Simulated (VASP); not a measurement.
# LiY3 (R-3) in VASP: notebook

LiY3 is run at these levels: PBE; tasks: single point, relaxation of cell and atoms.

Everything below comes from runs of VASP 6.6.1. Logs are shortened: lines on timing, memory, paths and dates and some standing lists are left out, and cuts for length are marked.

## 1. The cell of the first run

It takes space group R-3 (No. 148, trigonal). Conventional cell: a = 6.138 Å, b = 6.138 Å, c = 24.499 Å, α = 90.00°, β = 90.00°, γ = 120.00°. Within 4.5 Å of Li (site symmetry 3) lie 6 Y at 3.39 Å and 3 Li at 3.54 Å. Within 4.5 Å of Y (site symmetry 1) lie 2 Li at 3.39 Å and 9 Y at 3.44 to 3.55 Å.

The cell was generated, and may not be a known phase.

## 2. Single point, PBE

INCAR

```
SYSTEM = LiY3
  PREC = Accurate
  ENCUT = 520
  EDIFF = 1E-6
  ISMEAR = 0
  SIGMA = 0.1
  LREAL = .False.
  LASPH = .True.
  NELM = 100
  ALGO = Normal
  ISIF = 2
  LWAVE = .False.
  LCHARG = .False.
  GGA = PE
  NBANDS = 46
```

KPOINTS

```
regular mesh
0
Gamma
  3 3 3
  0 0 0
```

POSCAR

```
LiY3
1.0
    3.0688337717      1.7717920018      8.1664496882
   -3.0688337717      1.7717920018      8.1664496882
    0.0000000000     -3.5435840107      8.1664496866
Li Y
2 6
Direct
    0.8332349430      0.8332349430      0.8332349430
    0.1667650570      0.1667650570      0.1667650570
    0.7236883833      0.0565847241      0.3892031849
    0.9434152759      0.6107968151      0.2763116167
    0.6107968151      0.2763116167      0.9434152759
    0.2763116167      0.9434152759      0.6107968151
    0.3892031849      0.7236883833      0.0565847241
    0.0565847241      0.3892031849      0.7236883833
```

Potentials or basis: VASP PAW PBE potentials, release 64 (Li_sv, Y_sv).

On the command line:

```console
cat potpaw_PBE.64/Li_sv/POTCAR potpaw_PBE.64/Y_sv/POTCAR > POTCAR
mpirun -np 1 vasp_std > vasp.out
```

OUTCAR:

```text
SYSTEM = LiY3
   PREC = Accurate
   ENCUT = 520
   EDIFF = 1E-6
   ISMEAR = 0
   LREAL = .False.
   LASPH = .True.
   NELM = 100
   ISIF = 2
   GGA = PE

 ion  position               nearest neighbor table
   1  0.833  0.833  0.833-   3 3.39   8 3.39   7 3.39   4 3.39   5 3.39   6 3.39
   2  0.167  0.167  0.167-   6 3.39   4 3.39   5 3.39   8 3.39   7 3.39   3 3.39
   3  0.724  0.057  0.389-   1 3.39   2 3.39   5 3.44   4 3.44   6 3.45   8 3.54   7 3.54   8 3.55
                             7 3.55   7 3.55   8 3.55
   4  0.943  0.611  0.276-   2 3.39   1 3.39   3 3.44   7 3.44   8 3.45   6 3.54   5 3.54   5 3.55
                             6 3.55   6 3.55   5 3.55
   5  0.611  0.276  0.943-   2 3.39   1 3.39   3 3.44   8 3.44   7 3.45   4 3.54   6 3.54   4 3.55
                             6 3.55   6 3.55   4 3.55
   6  0.276  0.943  0.611-   2 3.39   1 3.39   7 3.44   8 3.44   3 3.45   4 3.54   5 3.54   4 3.55
                             5 3.55   5 3.55   4 3.55
   7  0.389  0.724  0.057-   1 3.39   2 3.39   6 3.44   4 3.44   5 3.45   8 3.54   3 3.54   8 3.55
                             3 3.55   3 3.55   8 3.55
   8  0.057  0.389  0.724-   1 3.39   2 3.39   6 3.44   5 3.44   4 3.45   3 3.54   7 3.54   7 3.55
                             3 3.55   3 3.55   7 3.55

  LATTYP: Found a trigonal (rhomboedric) cell.
 ALAT       =     8.9021282919
 COS(alpha) =     0.7623219762

  Lattice vectors:

 A1 = (   3.0688337717,   1.7717920018,   8.1664496882)
 A2 = (  -3.0688337717,   1.7717920018,   8.1664496882)
 A3 = (   0.0000000000,  -3.5435840107,   8.1664496866)

Analysis of symmetry for initial positions (statically):
=====================================================================
 Subroutine PRICEL returns:
 Original cell was already a primitive cell.

 Routine SETGRP: Setting up the symmetry group for a
 trigonal (rhombohedral) supercell.

 Subroutine GETGRP returns: Found  6 space group operations
 (whereof  6 operations were pure point group operations)
 out of a pool of 12 trial point group operations.

The static configuration has the point symmetry S_6 .

Analysis of symmetry for dynamics (positions and initial velocities):
=====================================================================
 Subroutine PRICEL returns:
 Original cell was already a primitive cell.

 Routine SETGRP: Setting up the symmetry group for a
 trigonal (rhombohedral) supercell.

 Subroutine GETGRP returns: Found  6 space group operations
 (whereof  6 operations were pure point group operations)
 out of a pool of 12 trial point group operations.

The dynamic configuration has the point symmetry S_6 .

 Subroutine INISYM returns: Found  6 space group operations
 (whereof  6 operations are pure point group operations),
 and found     1 'primitive' translations

----------------------------------------------------------------------------------------

                                     Primitive cell

  volume of cell :     266.4223

  direct lattice vectors                    reciprocal lattice vectors
     3.068833772  1.771792002  8.166449688     0.162928343  0.094066722  0.040817411
    -3.068833772  1.771792002  8.166449688    -0.162928343  0.094066722  0.040817411
     0.000000000 -3.543584011  8.166449687     0.000000000 -0.188133445  0.040817411

  length of vectors
     8.902128292  8.902128292  8.902128292     0.192510400  0.192510400  0.192510400

  position of ions in fractional coordinates (direct lattice)
     0.833234943  0.833234943  0.833234943
     0.166765057  0.166765057  0.166765057
     0.723688383  0.056584724  0.389203185
     0.943415276  0.610796815  0.276311617
     0.610796815  0.276311617  0.943415276
     0.276311617  0.943415276  0.610796815
     0.389203185  0.723688383  0.056584724
     0.056584724  0.389203185  0.723688383

  ion indices of the primitive-cell ions
   primitive index   ion index
                 1           1
                 2           2
                 3           3
                 4           4
                 5           5
                 6           6
                 7           7
                 8           8

----------------------------------------------------------------------------------------

 KPOINTS: regular mesh

Automatic generation of k-mesh.
 Grid dimensions read from file:
 generate k-points for:    3    3    3

 Generating k-lattice:

  Cartesian coordinates                     Fractional coordinates (reciprocal lattice)
     0.054309448  0.031355574  0.013605804     0.333333333  0.000000000  0.000000000
    -0.054309448  0.031355574  0.013605804     0.000000000  0.333333333  0.000000000
     0.000000000 -0.062711148  0.013605804     0.000000000  0.000000000  0.333333333

  Length of vectors
     0.064170133  0.064170133  0.064170133

  Shift w.r.t. Gamma in fractional coordinates (k-lattice)
     0.000000000  0.000000000  0.000000000

 Subroutine IBZKPT returns following result:
 ===========================================

 Found      6 irreducible k-points:

 Following reciprocal coordinates:
            Coordinates               Weight
  0.000000  0.000000  0.000000      1.000000
  0.333333  0.000000 -0.000000      6.000000
  0.333333  0.333333 -0.000000      6.000000
 -0.333333  0.333333  0.000000      6.000000
  0.333333  0.333333  0.333333      2.000000
 -0.333333  0.333333  0.333333      6.000000
   k-points           NKPTS =      6   k-points in BZ     NKDIM =      6   number of bands    NBANDS=     46
   number of dos      NEDOS =    301   number of ions     NIONS =      8
   total plane-waves  NPLWV = 343000
   dimension x,y,z NGX =    70 NGY =   70 NGZ =   70
   dimension x,y,z NGXF=   140 NGYF=  140 NGZF=  140
   ions per type =               2   6
   NGX,Y,Z   is equivalent  to a cutoff of  13.07, 13.07, 13.07 a.u.
   NGXF,Y,Z  is equivalent  to a cutoff of  26.14, 26.14, 26.14 a.u.
 SYSTEM =  LiY3
   PREC   = accura    normal or accurate (medium, high low for compatibility)
   ISTART =      0    job   : 0-new  1-cont  2-samecut
   ICHARG =      2    charge: 1-file 2-atom 10-const
   ISPIN  =      1    spin polarized calculation?
   LNONCOLLINEAR =      F non collinear calculations
   LSORBIT =      F    spin-orbit coupling
   LASPH  =      T    aspherical Exc in radial PAW
   ENCUT  =  520.0 eV  38.22 Ry    6.18 a.u.  16.55 16.55 16.55*2*pi/ulx,y,z
   NELM   =    100;   NELMIN=  2; NELMDL= -5     # of ELM steps
   EDIFF  = 0.1E-05   stopping-criterion for ELM
   LREAL  =      F    real-space projection
   EDIFFG = 0.1E-04   stopping-criterion for IOM
   NSW    =      0    number of steps for IOM
   IBRION =     -1    ionic relax: 0-MD 1-quasi-New 2-CG
   NFREE  =      0    steps in history (QN), initial steepest desc. (CG)
   ISIF   =      2    stress and relaxation
   ISYM   =      2    0-nonsym 1-usesym 2-fastsym
   POTIM  = 0.5000    time-step for ionic-motion
   TEBEG  =    0.0;   TEEND  =   0.0 temperature during run
   PSTRESS=    0.0 pullay stress
   NELECT =      72.0000    total number of electrons
   NUPDOWN=      -1.0000    fix difference up-down
   EMIN   =  10.00;   EMAX   =-10.00  energy-range for DOS
   EFERMI =   0.00;   METHOD = LEGACY
   ISMEAR =     0;   SIGMA  =   0.10  broadening in eV -4-tet -1-fermi 0-gaus
   EFERMI_NEDOS =   21; number of points for ismear=-14 and -15
   IALGO  =     38    algorithm
   IMIX   =      4    mixing-type and parameters
     AMIX     =   0.40;   BMIX     =  1.00
     AMIX_MAG =   1.60;   BMIX_MAG =  1.00
  volume/ion in A,a.u.               =      33.30       224.74
  Fermi-wavevector in a.u.,A,eV,Ry     =   1.058430  2.000143 15.242252  1.120274
  Thomas-Fermi vector in A             =   2.193739
   LORBIT       =      0    0 simple, 1 ext, 2 COOP (PROOUT), +10 PAW based schemes
   GGA     = PE    functional components
   LHFCALC =     F    Hartree Fock is set to
   AEXX    =    0.0000 exact exchange contribution
   IVDW    =     0    specifies the selected vdW correction
   LEPSILON=     F    determine dielectric tensor
   LRPA    =     F    only Hartree local field effects (RPA)
 non-spin polarized calculation
 Gauss-broadening in eV      SIGMA  =   0.10
  energy-cutoff  :      520.00
  volume of cell :      266.42
 maximum number of plane-waves:      7190
 NGX is ok and might be reduce to    70
   NGX = 33   NGY = 33   NGZ = 33

 number of electron      72.0000005 magnetization

 Free energy of the ion-electron system (eV)
  ---------------------------------------------------
  ext. energy  EPLUGINS =         0.00000000
  ---------------------------------------------------
  free energy    TOTEN  =       -40.47463096 eV

  energy without entropy =      -40.39171914  energy(sigma->0) =      -40.43317505

 E-fermi :   2.0360     XC(G=0):  -8.4802

 val. band max:        2.0213465719   @ k =  -0.3333   0.3333   0.3333
 cond. band min:       2.0374861632   @ k =   0.3333   0.0000  -0.0000
 fundamental gap:      0.0161395914
 Fermi energy:         2.0360199239

 k-point     1 :       0.0000    0.0000    0.0000
  band No.  band energies     occupation
      1     -44.5580      2.00000
      2     -44.5565      2.00000
      3     -40.7004      2.00000
      4     -40.6485      2.00000
      5     -40.6188      2.00000
      6     -40.6188      2.00000
[... 38 lines left out ...]
     45       3.4710      0.00000
     46       3.8228      0.00000

 k-point     2 :       0.3333    0.0000   -0.0000
  band No.  band energies     occupation
      1     -44.5577      2.00000
      2     -44.5568      2.00000
      3     -40.6804      2.00000
      4     -40.6415      2.00000
      5     -40.6365      2.00000
      6     -40.6309      2.00000
[... 38 lines left out ...]
     45       3.4617      0.00000
     46       3.6767      0.00000

 k-point     3 :       0.3333    0.3333   -0.0000
  band No.  band energies     occupation
      1     -44.5577      2.00000
      2     -44.5568      2.00000
      3     -40.6804      2.00000
      4     -40.6415      2.00000
      5     -40.6365      2.00000
      6     -40.6309      2.00000
[... 38 lines left out ...]
     45       3.6348      0.00000
     46       3.6733      0.00000

 k-point     4 :      -0.3333    0.3333    0.0000
  band No.  band energies     occupation
      1     -44.5572      2.00000
      2     -44.5572      2.00000
      3     -40.6527      2.00000
      4     -40.6520      2.00000
      5     -40.6520      2.00000
      6     -40.6225      2.00000
[... 38 lines left out ...]
     45       3.9036      0.00000
     46       3.9516      0.00000

 k-point     5 :       0.3333    0.3333    0.3333
  band No.  band energies     occupation
      1     -44.5580      2.00000
      2     -44.5565      2.00000
      3     -40.7004      2.00000
      4     -40.6485      2.00000
      5     -40.6188      2.00000
      6     -40.6188      2.00000
[... 38 lines left out ...]
     45       3.5950      0.00000
     46       3.8253      0.00000

 k-point     6 :      -0.3333    0.3333    0.3333
  band No.  band energies     occupation
      1     -44.5576      2.00000
      2     -44.5568      2.00000
      3     -40.6804      2.00000
      4     -40.6416      2.00000
      5     -40.6365      2.00000
      6     -40.6309      2.00000
[... 38 lines left out ...]
     45       3.5428      0.00000
     46       3.6292      0.00000

------------------------ aborting loop because EDIFF is reached ----------------------------------------

  FORCE on cell =-STRESS in cart. coord.  units (eV):
  Direction    XX          YY          ZZ          XY          YZ          ZX
  --------------------------------------------------------------------------------------
  -------------------------------------------------------------------------------------
  Total       -0.3032373     -0.3032373     -0.3398578      0.0000001      0.0000000      0.0000000
  in kB       -1.8235706     -1.8235706     -2.0437944      0.0000004      0.0000000      0.0000000
  external PRESSURE =      -1.8969785 kB  Pullay stress =       0.0000000 kB

 VOLUME and BASIS-vectors are now :
 -----------------------------------------------------------------------------
  energy-cutoff  :      520.00
  volume of cell :      266.42
      direct lattice vectors                 reciprocal lattice vectors
     3.068833772  1.771792002  8.166449688     0.162928343  0.094066722  0.040817411
    -3.068833772  1.771792002  8.166449688    -0.162928343  0.094066722  0.040817411
     0.000000000 -3.543584011  8.166449687     0.000000000 -0.188133445  0.040817411

 POSITION                                       TOTAL-FORCE (eV/Angst)
 -----------------------------------------------------------------------------------
      0.00000     -0.00000     20.41371         0.000000      0.000000     -0.000096
      0.00000     -0.00000      4.08564         0.000000     -0.000000      0.000096
      2.04723      0.00331      9.55047         0.025366      0.007377     -0.017009
      1.02075      1.77461     14.94888         0.006295      0.025656      0.017009
      1.02648     -1.77130     14.94888         0.019072     -0.018280      0.017009
     -2.04723     -0.00331     14.94888        -0.025366     -0.007377      0.017009
     -1.02648      1.77130      9.55047        -0.019072      0.018280     -0.017009
     -1.02075     -1.77461      9.55047        -0.006295     -0.025656     -0.017009
 -----------------------------------------------------------------------------------
    total drift:                               -0.000000     -0.000000      0.000000

  FREE ENERGIE OF THE ION-ELECTRON SYSTEM (eV)
  ---------------------------------------------------
  free  energy   TOTEN  =       -40.4746309623 eV

  energy  without entropy=      -40.3917191436  energy(sigma->0) =      -40.43317505
```

It took 2.7 min on 1 thread of AMD EPYC 9R45 (Zen 5), shared host; peak memory 0.6 GiB.

Results:

```yaml
Free_energy: -40.4746 eV
Largest_force: 0.031 eV/Å
Band_gap_on_the_k_mesh: zero (bands 36 and 37 overlap by 0.34 eV)
```

Forces on the atoms (eV/Å):
```
Li   0.000  0.000  0.000
Li   0.000  0.000  0.000
Y    0.025  0.007 -0.017
Y    0.006  0.026  0.017
Y    0.019 -0.018  0.017
Y   -0.025 -0.007  0.017
Y   -0.019  0.018 -0.017
Y   -0.006 -0.026 -0.017
```

Levels at points of the mesh, in eV from the Fermi level:
```tsv
k point	band 32	band 33	band 34	band 35	band 36	band 37	band 38	band 39
(0.00, 0.00, 0.00)	-0.21	-0.21	-0.12	-0.12	0.23	0.24	0.33	0.33
```

Caveat: the k points lie up to 0.40 Å⁻¹ apart; the cutoff is under 1.25 times the usual one of these potentials, so pressure, stress and relaxed cells hold a basis-set (Pulay) error.

## 3. Relaxation of cell and atoms, PBE

This run uses another cell than the first one, of 23.33 Å³/atom.

INCAR

```
SYSTEM = LiY3
  ALGO = Normal
  EDIFF = 1E-6
  EDIFFG = -0.04
  ENCUT = 600
  GGA = PE
  IBRION = 2
  ISIF = 3
  ISMEAR = 0
  LASPH = .True.
  LCHARG = .False.
  LREAL = .False.
  LWAVE = .False.
  NELM = 80
  NSW = 90
  PREC = Accurate
  SIGMA = 0.1
```

KPOINTS

```
k-points
0
Gamma
  3 3 3
  0 0 0
```

POSCAR

```
LiY3
1.0
    3.0535925400      1.7629924700      5.7789280500
   -3.0535925400      1.7629924700      5.7789280500
    0.0000000000     -3.5259849500      5.7789280500
Li Y
2 6
Direct
    0.8332263800      0.8332263800      0.8332263800
    0.1667736200      0.1667736200      0.1667736200
    0.7686908200      0.0691214200      0.4186724100
    0.9308785800      0.5813275900      0.2313091800
    0.5813275900      0.2313091800      0.9308785800
    0.2313091800      0.9308785800      0.5813275900
    0.4186724100      0.7686908200      0.0691214200
    0.0691214200      0.4186724100      0.7686908200
```

Potentials or basis: VASP PAW PBE potentials, release 64 (Li_sv, Y_sv).

On the command line:

```console
cat potpaw_PBE.64/Li_sv/POTCAR potpaw_PBE.64/Y_sv/POTCAR > POTCAR
mpirun -np 1 vasp_std > vasp.out
```

It took 24 min on 1 thread of AMD EPYC 9R45 (Zen 5), shared host; peak memory 0.42 GiB.

It converged, with:

- Free energy: -40.3077 eV
- Relaxed volume: 32.01 Å³/atom
- Relaxed cell: a = 8.597 Å, b = 8.597 Å, c = 8.597 Å, α = 41.88°, β = 41.88°, γ = 41.88°
- Space group after relaxing (to 0.1 Å): R-3 (No. 148)
- Energy gained by relaxing: 743.2 meV/atom
- Ionic steps: 25
- Pressure after relaxing: 0.0 GPa
- Largest force after relaxing: 0.012 eV/Å
- Band gap on the k mesh: zero (bands 36 and 37 overlap by 0.29 eV)

Forces on the atoms (eV/Å):
```
Li   0.000  0.000  0.002
Li   0.000  0.000 -0.002
Y    0.006 -0.004  0.009
Y    0.007  0.003 -0.009
Y    0.000 -0.007 -0.009
Y   -0.006  0.004 -0.009
Y    0.000  0.007  0.009
Y   -0.007 -0.003  0.009
```

The path:
| step | energy change (eV) | largest force (eV/Å) | pressure (GPa) | volume (Å³) |
| --- | --- | --- | --- | --- |
| 1 | 0.0000 | 3.1387 | 16.60 | 186.66 |
| 2 | -4.4439 | 0.9042 | -1.53 | 259.86 |
| 3 | -4.4436 | 0.9112 | -1.49 | 259.39 |
| 4 | -4.7617 | 0.8079 | -0.96 | 251.56 |
| 5 | -5.2223 | 0.2413 | 1.62 | 228.98 |
| 6 | -5.3420 | 0.2353 | 0.19 | 238.70 |
| 7 | -5.3430 | 0.2663 | 0.06 | 239.82 |
| 8 | -5.4058 | 0.2740 | -0.23 | 241.81 |
| 9 | -5.5594 | 0.3712 | -0.87 | 247.24 |
| 10 | -5.5385 | 0.6321 | -1.06 | 255.78 |
| 11 | -5.6245 | 0.4358 | -1.07 | 250.38 |
| 12 | -5.6659 | 0.4271 | -0.78 | 248.84 |
| 13 | -5.7304 | 0.4218 | 0.10 | 244.50 |
| 14 | -5.7334 | 0.4301 | 0.39 | 243.14 |
| 15 | -5.7785 | 0.3844 | 0.47 | 243.57 |
| 16 | -5.8689 | 0.2459 | 0.79 | 244.83 |
| 17 | -5.7765 | 0.5210 | 1.87 | 247.36 |
| 18 | -5.8845 | 0.2112 | 1.00 | 245.45 |
| 19 | -5.9249 | 0.1272 | 0.05 | 253.57 |
| 20 | -5.9272 | 0.1079 | -0.23 | 256.10 |
| 21 | -5.9360 | 0.1012 | -0.15 | 255.85 |
| 22 | -5.9424 | 0.0888 | 0.00 | 255.43 |
| 23 | -5.9426 | 0.0867 | 0.02 | 255.37 |
| 24 | -5.9441 | 0.0617 | 0.02 | 255.58 |
| 25 | -5.9455 | 0.0115 | 0.02 | 256.09 |

Final structure:
```
CELL_PARAMETERS angstrom
3.07244 1.77387 7.83126
-3.07244 1.77387 7.83126
0.00000 -3.54774 7.83126
ATOMIC_POSITIONS crystal
Li 0.83309 0.83309 0.83309
Li 0.16691 0.16691 0.16691
Y 0.72464 0.05967 0.39039
Y 0.94033 0.60961 0.27536
Y 0.60961 0.27536 0.94033
Y 0.27536 0.94033 0.60961
Y 0.39039 0.72464 0.05967
Y 0.05967 0.39039 0.72464
```

Levels at points of the mesh, in eV from the Fermi level:
| k point | band 31 | band 32 | band 33 | band 34 | band 35 | band 36 | band 37 | band 38 | band 39 | band 40 |
| --- | --- | --- | --- | --- | --- | --- | --- | --- | --- | --- |
| (0.00, 0.00, 0.00) | -0.53 | -0.26 | -0.26 | -0.13 | -0.13 | 0.21 | 0.25 | 0.28 | 0.28 | 0.52 |

Caveat: the k points lie up to 0.40 Å⁻¹ apart in the final cell; the cutoff is under 1.25 times the usual one of these potentials, so pressure, stress and relaxed cells hold a basis-set (Pulay) error; the volume moved by over 15 % at a fixed basis, so the end points are rough.

The gap in the log of VASP goes by the Fermi energy; the results here count the filled bands.